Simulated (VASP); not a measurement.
Set up this calculation in VASP 6.6.1, as the native input.

```
Task                   : single point
Functional             : LDA
Potentials or basis    : VASP PAW LDA potentials, release 64 (Si)
Cutoff                 : 520 eV
k mesh                 : 10 × 10 × 10
Occupations            : gaussian, width 0.03 eV
Spin                   : no spin polarisation
Dipole correction      : no
Further INCAR settings : ALGO = Normal; EDIFF = 1e-07; NBANDS = 16
```

The structure of Si lies in POSCAR:

```
Si
1.0
   -3.3507909355      3.3507909355      1.9083649472
    3.3507909355     -3.3507909355      1.9083649472
    3.3507909355      3.3507909355     -1.9083649472
Si
4
Direct
    0.1788433299      0.1788433299      0.3576866598
    0.8211566701      0.8211566701      0.6423133402
    0.1788433299      0.8211566701      0.0000000000
    0.8211566701      0.1788433299      0.0000000000
```

This cell differs from its parent crystal: strain +0.015 along x and y, +0.000 along z.

These files were run (other wordings do the same):

INCAR

```
ALGO = Normal ; EDIFF = 1E-7
ENCUT = 520 ; GGA = CA
ISIF = 2 ; ISMEAR = 0
LASPH = True ; LCHARG = True
LELF = True ; LREAL = False
LVHAR = True ; LWAVE = False
NBANDS = 16 ; NELM = 80
PREC = Accurate ; SIGMA = 0.03
```

KPOINTS

```
k-points
0
Gamma
  10 10 10
```

Potentials or basis: VASP PAW LDA potentials, release 64 (Si).

Command:

```bash
$ cat potpaw_LDA.64/Si/POTCAR > POTCAR
$ mpirun -np 1 vasp_std > vasp.out
```

Results of the run:

| Property | Result |
| --- | --- |
| Pressure | -2.4 GPa |
| Largest force | 0.192 eV/Å |
| Band gap on the k mesh | 0.32 eV, indirect (least direct gap 0.47 eV) |

Caveat: the cell differs from its parent crystal (strain +0.015 along x and y, +0.000 along z).

Run time: 4.6 min on 1 thread of AMD EPYC 7R43 64-Core Processor (Zen 3), with other jobs on the host, peak memory 0.2 GiB.
